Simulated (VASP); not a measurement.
# TiO2 (P4_2/mnm) in VASP: notebook

TiO2 is run at these levels: PBE; tasks: single point.

Program: VASP 6.6.1. These are calculated values, not measurements. Logs are shortened: lines on timing, memory, paths and dates and some standing lists are left out, and cuts for length are marked.

## Step 1: The cell of the first run

Symmetry: P4_2/mnm, No. 136, tetragonal system. Conventional cell: a = 4.614 Å, b = 4.614 Å, c = 3.322 Å, α = 90.00°, β = 90.00°, γ = 90.00°. Ti (site symmetry mmm) has 6 O at 1.99 to 2.09 Å within 2.6 Å. Within 2.6 Å of O (site symmetry m2m) lie 3 Ti at 1.99 to 2.09 Å and 1 O at 2.54 Å.

## Step 2: Single point, PBE (11.79 Å³/atom)

Input file INCAR:

```
SYSTEM = TiO2
  PREC = Accurate
  ENCUT = 520
  EDIFF = 1E-6
  ISMEAR = 0
  SIGMA = 0.05
  LREAL = .FALSE.
  LASPH = .TRUE.
  NELM = 100
  ALGO = Normal
  ISIF = 2
  LWAVE = .FALSE.
  LCHARG = .TRUE.
  GGA = PE
  LELF = .TRUE.
  LVHAR = .TRUE.
  NBANDS = 33
```

Input file KPOINTS:

```
regular mesh
0
G
  8 8 10
  0 0 0
```

Input file POSCAR:

```
TiO2
1.0
    4.6137484007      0.0000000000      0.0000000000
    0.0000000000      4.6137484007      0.0000000000
    0.0000000000      0.0000000000      3.3223602234
Ti O
2 4
Direct
    0.0000000000      0.0000000000      0.0000000000
    0.5000000000      0.5000000000      0.5000000000
    0.3050970583      0.3050970583      0.0000000000
    0.1949029417      0.8050970583      0.5000000000
    0.6949029417      0.6949029417      0.0000000000
    0.8050970583      0.1949029417      0.5000000000
```

Potentials or basis: VASP PAW PBE potentials, release 64 (Ti_sv, O).

The run is started by

```console
$ cat potpaw_PBE.64/Ti_sv/POTCAR potpaw_PBE.64/O/POTCAR > POTCAR
$ mpirun -np 1 vasp_std > vasp.out
```

OUTCAR:

```text
SYSTEM = TiO2
   PREC = Accurate
   ENCUT = 520
   EDIFF = 1E-6
   ISMEAR = 0
   LREAL = .FALSE.
   LASPH = .TRUE.
   NELM = 100
   ISIF = 2
   GGA = PE

 ion  position               nearest neighbor table
   1  0.000  0.000  0.000-   3 1.99   5 1.99   4 2.09   6 2.09   4 2.09   6 2.09
   2  0.500  0.500  0.500-   4 1.99   6 1.99   5 2.09   3 2.09   3 2.09   5 2.09
   3  0.305  0.305  0.000-   1 1.99   2 2.09   2 2.09
   4  0.195  0.805  0.500-   2 1.99   1 2.09   1 2.09
   5  0.695  0.695  0.000-   1 1.99   2 2.09   2 2.09
   6  0.805  0.195  0.500-   2 1.99   1 2.09   1 2.09

  LATTYP: Found a simple tetragonal cell.
 ALAT       =     4.6137484007
 C/A-ratio  =     0.7201000000

  Lattice vectors:

 A1 = (   4.6137484007,   0.0000000000,   0.0000000000)
 A2 = (   0.0000000000,   4.6137484007,   0.0000000000)
 A3 = (   0.0000000000,   0.0000000000,   3.3223602234)

Analysis of symmetry for initial positions (statically):
=====================================================================
 Subroutine PRICEL returns:
 Original cell was already a primitive cell.

 Routine SETGRP: Setting up the symmetry group for a
 simple tetragonal supercell.

 Subroutine GETGRP returns: Found 16 space group operations
 (whereof  8 operations were pure point group operations)
 out of a pool of 16 trial point group operations.

The static configuration has the point symmetry D_2h.
 The point group associated with its full space group is D_4h.

Analysis of symmetry for dynamics (positions and initial velocities):
=====================================================================
 Subroutine PRICEL returns:
 Original cell was already a primitive cell.

 Routine SETGRP: Setting up the symmetry group for a
 simple tetragonal supercell.

 Subroutine GETGRP returns: Found 16 space group operations
 (whereof  8 operations were pure point group operations)
 out of a pool of 16 trial point group operations.

The dynamic configuration has the point symmetry D_2h.
 The point group associated with its full space group is D_4h.

 Subroutine INISYM returns: Found 16 space group operations
 (whereof  8 operations are pure point group operations),
 and found     1 'primitive' translations

----------------------------------------------------------------------------------------

                                     Primitive cell

  volume of cell :      70.7220

  direct lattice vectors                    reciprocal lattice vectors
     4.613748401  0.000000000  0.000000000     0.216743505  0.000000000  0.000000000
     0.000000000  4.613748401  0.000000000     0.000000000  0.216743505  0.000000000
     0.000000000  0.000000000  3.322360223     0.000000000  0.000000000  0.300990842

  length of vectors
     4.613748401  4.613748401  3.322360223     0.216743505  0.216743505  0.300990842

  position of ions in fractional coordinates (direct lattice)
     0.000000000  0.000000000  0.000000000
     0.500000000  0.500000000  0.500000000
     0.305097058  0.305097058  0.000000000
     0.194902942  0.805097058  0.500000000
     0.694902942  0.694902942  0.000000000
     0.805097058  0.194902942  0.500000000

  ion indices of the primitive-cell ions
   primitive index   ion index
                 1           1
                 2           2
                 3           3
                 4           4
                 5           5
                 6           6

----------------------------------------------------------------------------------------

 KPOINTS: regular mesh

Automatic generation of k-mesh.
 Grid dimensions read from file:
 generate k-points for:    8    8   10

 Generating k-lattice:

  Cartesian coordinates                     Fractional coordinates (reciprocal lattice)
     0.027092938  0.000000000  0.000000000     0.125000000  0.000000000  0.000000000
     0.000000000  0.027092938  0.000000000     0.000000000  0.125000000  0.000000000
     0.000000000  0.000000000  0.030099084     0.000000000  0.000000000  0.100000000

  Length of vectors
     0.027092938  0.027092938  0.030099084

  Shift w.r.t. Gamma in fractional coordinates (k-lattice)
     0.000000000  0.000000000  0.000000000

 Subroutine IBZKPT returns following result:
 ===========================================

 Found     90 irreducible k-points:

 Following reciprocal coordinates:
            Coordinates               Weight
  0.000000  0.000000  0.000000      1.000000
  0.125000  0.000000  0.000000      4.000000
  0.250000  0.000000  0.000000      4.000000
  0.375000  0.000000  0.000000      4.000000
  0.500000  0.000000  0.000000      2.000000
  0.125000  0.125000  0.000000      4.000000
[... 16 lines left out ...]
  0.375000  0.125000  0.100000     16.000000
  0.500000  0.125000  0.100000      8.000000
 [... further k-points ...]
   k-points           NKPTS =     90   k-points in BZ     NKDIM =     90   number of bands    NBANDS=     33
   number of dos      NEDOS =    301   number of ions     NIONS =      6
   total plane-waves  NPLWV =  36288
   dimension x,y,z NGX =    36 NGY =   36 NGZ =   28
   dimension x,y,z NGXF=    72 NGYF=   72 NGZF=   56
   ions per type =               2   4
   NGX,Y,Z   is equivalent  to a cutoff of  12.97, 12.97, 14.01 a.u.
   NGXF,Y,Z  is equivalent  to a cutoff of  25.94, 25.94, 28.02 a.u.
 SYSTEM =  TiO2
   PREC   = accura    normal or accurate (medium, high low for compatibility)
   ISTART =      0    job   : 0-new  1-cont  2-samecut
   ICHARG =      2    charge: 1-file 2-atom 10-const
   ISPIN  =      1    spin polarized calculation?
   LNONCOLLINEAR =      F non collinear calculations
   LSORBIT =      F    spin-orbit coupling
   LASPH  =      T    aspherical Exc in radial PAW
   ENCUT  =  520.0 eV  38.22 Ry    6.18 a.u.   8.58  8.58  6.18*2*pi/ulx,y,z
   NELM   =    100;   NELMIN=  2; NELMDL= -5     # of ELM steps
   EDIFF  = 0.1E-05   stopping-criterion for ELM
   LREAL  =      F    real-space projection
   EDIFFG = 0.1E-04   stopping-criterion for IOM
   NSW    =      0    number of steps for IOM
   IBRION =     -1    ionic relax: 0-MD 1-quasi-New 2-CG
   NFREE  =      0    steps in history (QN), initial steepest desc. (CG)
   ISIF   =      2    stress and relaxation
   ISYM   =      2    0-nonsym 1-usesym 2-fastsym
   POTIM  = 0.5000    time-step for ionic-motion
   TEBEG  =    0.0;   TEEND  =   0.0 temperature during run
   PSTRESS=    0.0 pullay stress
   NELECT =      48.0000    total number of electrons
   NUPDOWN=      -1.0000    fix difference up-down
   EMIN   =  10.00;   EMAX   =-10.00  energy-range for DOS
   EFERMI =   0.00;   METHOD = LEGACY
   ISMEAR =     0;   SIGMA  =   0.05  broadening in eV -4-tet -1-fermi 0-gaus
   EFERMI_NEDOS =   21; number of points for ismear=-14 and -15
   IALGO  =     38    algorithm
   IMIX   =      4    mixing-type and parameters
     AMIX     =   0.40;   BMIX     =  1.00
     AMIX_MAG =   1.60;   BMIX_MAG =  1.00
  volume/ion in A,a.u.               =      11.79        79.54
  Fermi-wavevector in a.u.,A,eV,Ry     =   1.438701  2.718750 28.162144  2.069859
  Thomas-Fermi vector in A             =   2.557638
   LORBIT       =      0    0 simple, 1 ext, 2 COOP (PROOUT), +10 PAW based schemes
   GGA     = PE    functional components
   LHFCALC =     F    Hartree Fock is set to
   AEXX    =    0.0000 exact exchange contribution
   IVDW    =     0    specifies the selected vdW correction
   LEPSILON=     F    determine dielectric tensor
   LRPA    =     F    only Hartree local field effects (RPA)
 non-spin polarized calculation
 Gauss-broadening in eV      SIGMA  =   0.05
  energy-cutoff  :      520.00
  volume of cell :       70.72
 maximum number of plane-waves:      1924
 NGX is ok and might be reduce to    36
   NGX = 17   NGY = 17   NGZ = 13

 number of electron      48.0000031 magnetization

 Free energy of the ion-electron system (eV)
  ---------------------------------------------------
  ext. energy  EPLUGINS =         0.00000000
  ---------------------------------------------------
  free energy    TOTEN  =       -52.74030456 eV

  energy without entropy =      -52.74030456  energy(sigma->0) =      -52.74030456

 E-fermi :   3.9694     XC(G=0): -10.7971

 val. band max:        3.7516383958   @ k =   0.0000   0.0000   0.0000
 cond. band min:       5.2977397946   @ k =   0.0000   0.0000   0.0000
 fundamental gap:      1.5461013988
 Fermi energy:         3.9694099729

 k-point     1 :       0.0000    0.0000    0.0000
  band No.  band energies     occupation
      1     -53.7224      2.00000
      2     -53.7120      2.00000
      3     -29.9477      2.00000
      4     -29.9477      2.00000
      5     -29.8499      2.00000
      6     -29.8229      2.00000
[... 25 lines left out ...]
     32       8.9527      0.00000
     33       8.9527      0.00000

 k-point     2 :       0.1250    0.0000    0.0000
  band No.  band energies     occupation
      1     -53.7220      2.00000
      2     -53.7124      2.00000
      3     -29.9458      2.00000
      4     -29.9456      2.00000
      5     -29.8488      2.00000
      6     -29.8239      2.00000
[... 25 lines left out ...]
     32       8.8939      0.00000
     33       8.9106      0.00000

 k-point     3 :       0.2500    0.0000    0.0000
  band No.  band energies     occupation
      1     -53.7209      2.00000
      2     -53.7135      2.00000
      3     -29.9408      2.00000
      4     -29.9402      2.00000
      5     -29.8459      2.00000
      6     -29.8268      2.00000
[... 25 lines left out ...]
     32       8.7499      0.00000
     33       8.7978      0.00000

 k-point     4 :       0.3750    0.0000    0.0000
  band No.  band energies     occupation
      1     -53.7192      2.00000
      2     -53.7152      2.00000
      3     -29.9352      2.00000
      4     -29.9345      2.00000
      5     -29.8415      2.00000
      6     -29.8311      2.00000
[... 25 lines left out ...]
     32       8.6091      0.00000
     33       8.6588      0.00000

 k-point     5 :       0.5000    0.0000    0.0000
  band No.  band energies     occupation
      1     -53.7172      2.00000
      2     -53.7172      2.00000
      3     -29.9323      2.00000
      4     -29.9323      2.00000
      5     -29.8363      2.00000
      6     -29.8363      2.00000
[... 604 lines left out ...]
 k-point    22 :       0.2500    0.1250    0.1000
  band No.  band energies     occupation
      1     -53.7196      2.00000
      2     -53.7131      2.00000
      3     -29.9433      2.00000
      4     -29.9315      2.00000
      5     -29.8600      2.00000
      6     -29.8448      2.00000
[... 25 lines left out ...]
     32       8.4298      0.00000
     33       8.7475      0.00000

 k-point    23 :       0.3750    0.1250    0.1000
  band No.  band energies     occupation
      1     -53.7181      2.00000
      2     -53.7146      2.00000
      3     -29.9388      2.00000
      4     -29.9298      2.00000
      5     -29.8576      2.00000
      6     -29.8493      2.00000
[... 25 lines left out ...]
     32       8.4416      0.00000
     33       8.6533      0.00000

 k-point    24 :       0.5000    0.1250    0.1000
  band No.  band energies     occupation
      1     -53.7163      2.00000
      2     -53.7163      2.00000
      3     -29.9331      2.00000
      4     -29.9331      2.00000
      5     -29.8538      2.00000
      6     -29.8538      2.00000
[... 25 lines left out ...]
     32       8.4159      0.00000
     33       8.9952      0.00000

 [... further k-points ...]

------------------------ aborting loop because EDIFF is reached ----------------------------------------

  FORCE on cell =-STRESS in cart. coord.  units (eV):
  Direction    XX          YY          ZZ          XY          YZ          ZX
  --------------------------------------------------------------------------------------
  -------------------------------------------------------------------------------------
  Total       -5.3519662     -5.3519662    -15.8688279      0.0000000      0.0000000      0.0000000
  in kB     -121.2465562   -121.2465562   -359.5016591      0.0000000      0.0000000      0.0000000
  external PRESSURE =    -200.6649238 kB  Pullay stress =       0.0000000 kB

 VOLUME and BASIS-vectors are now :
 -----------------------------------------------------------------------------
  energy-cutoff  :      520.00
  volume of cell :       70.72
      direct lattice vectors                 reciprocal lattice vectors
     4.613748401  0.000000000  0.000000000     0.216743505  0.000000000  0.000000000
     0.000000000  4.613748401  0.000000000     0.000000000  0.216743505  0.000000000
     0.000000000  0.000000000  3.322360223     0.000000000  0.000000000  0.300990842

 POSITION                                       TOTAL-FORCE (eV/Angst)
 -----------------------------------------------------------------------------------
      0.00000      0.00000      0.00000         0.000000      0.000000      0.000000
      2.30687      2.30687      1.66118         0.000000      0.000000      0.000000
      1.40764      1.40764      0.00000        -0.035719     -0.035719     -0.000000
      0.89923      3.71452      1.66118         0.035719     -0.035719     -0.000000
      3.20611      3.20611      0.00000         0.035719      0.035719      0.000000
      3.71452      0.89923      1.66118        -0.035719      0.035719      0.000000
 -----------------------------------------------------------------------------------
    total drift:                               -0.000000      0.000000     -0.000000

  FREE ENERGIE OF THE ION-ELECTRON SYSTEM (eV)
  ---------------------------------------------------
  free  energy   TOTEN  =       -52.7403045564 eV

  energy  without entropy=      -52.7403045564  energy(sigma->0) =      -52.74030456
```

It took 6.1 min on 1 thread of Intel Xeon 8259CL, shared host; peak memory 0.29 GiB.

Results:

| Item | Value |
| --- | --- |
| Free energy | -52.7403 eV |
| Pressure | -20.1 GPa |
| Largest force | 0.051 eV/Å |
| Band gap on the k mesh | 1.55 eV |

Forces in eV/Å, atoms in the order of the input:
```
Ti   0.000  0.000  0.000
Ti   0.000  0.000  0.000
O   -0.036 -0.036  0.000
O    0.036 -0.036  0.000
O    0.036  0.036  0.000
O   -0.036  0.036  0.000
```

Levels at points of the mesh, in eV from the valence-band top:
```
           k point  band 21  band 22  band 23  band 24  band 25  band 26  band 27  band 28
(0.00, 0.00, 0.00)    -0.87    -0.28    -0.28     0.00     1.55     1.86     1.86     1.87
(0.50, 0.00, 0.00)    -1.96    -1.96    -0.58    -0.58     2.08     2.08     2.42     2.42
(0.50, 0.50, 0.00)    -1.61    -1.61    -0.83    -0.83     1.63     1.63     1.89     1.89
(0.00, 0.00, 0.50)    -2.01    -2.01    -1.14    -1.14     1.96     1.96     2.61     2.61
(0.50, 0.00, 0.50)    -1.71    -1.71    -0.80    -0.80     1.63     1.63     2.05     2.05
(0.50, 0.50, 0.50)    -1.11    -1.11    -0.49    -0.49     2.02     2.02     2.25     2.25
```

Caveat: the cell stands under tension.

## Step 3: Single point, PBE (11.79 Å³/atom)

Input file INCAR:

```
SYSTEM = TiO2
PREC = Accurate
ENCUT = 520
EDIFF = 1E-7
ISMEAR = 0
SIGMA = 0.05
LREAL = .False.
LASPH = .True.
NELM = 100
ALGO = Normal
ISIF = 2
LWAVE = .False.
LCHARG = .False.
GGA = PE
NBANDS = 33
```

Input file KPOINTS:

```
regular mesh
0
Gamma
  8 8 10
  0 0 0
```

Edit POSCAR of step 2 so:

```diff
@@ -2,5 +2,5 @@
 1.0
-    4.6137484007      0.0000000000      0.0000000000
-    0.0000000000      4.6137484007      0.0000000000
-    0.0000000000      0.0000000000      3.3223602234
+    4.9334009492      0.0000000000      0.0000000000
+    0.0000000000      4.9334009492      0.0000000000
+    0.0000000000      0.0000000000      2.9057731591
 Ti O
```

Potentials or basis: VASP PAW PBE potentials, release 64 (Ti_sv, O).

The run is started by

```console
$ cat potpaw_PBE.64/Ti_sv/POTCAR potpaw_PBE.64/O/POTCAR > POTCAR
$ mpirun -np 1 vasp_std > vasp.out
```

It took 6.4 min on 1 thread of Intel Xeon 8259CL, shared host; peak memory 0.3 GiB.

It converged, with:

```yaml
Free_energy: -53.1868 eV
Pressure: -14.8 GPa
Largest_force: 0.721 eV/Å
Band_gap_on_the_k_mesh: 1.72 eV (least direct gap 1.76 eV)
```

Forces on the atoms (eV/Å):
```
Ti   0.000  0.000  0.000
Ti   0.000  0.000  0.000
O    0.510  0.510  0.000
O   -0.510  0.510  0.000
O   -0.510 -0.510  0.000
O    0.510 -0.510  0.000
```

Stress tensor (GPa, compression positive):
```
-19.37   0.00   0.00
  0.00 -19.37   0.00
  0.00   0.00  -5.72
```

Levels at points of the mesh, in eV from the valence-band top:
```tsv
k point	band 22	band 23	band 24	band 25	band 26	band 27
(0.00, 0.00, 0.00)	-0.29	-0.26	-0.02	1.73	1.88	2.60
(0.50, 0.00, 0.00)	-0.87	-0.51	-0.51	2.28	2.28	2.90
(0.50, 0.50, 0.00)	-0.88	-0.68	-0.68	1.72	1.72	2.60
(0.00, 0.00, 0.50)	-1.49	-1.22	-1.22	2.69	2.69	3.28
(0.50, 0.00, 0.50)	-1.68	-0.67	-0.67	1.93	1.93	3.44
(0.50, 0.50, 0.50)	-0.80	-0.60	-0.60	2.48	2.48	2.96
```

Caveat: the cell stands under tension. A k mesh can miss the band edges.
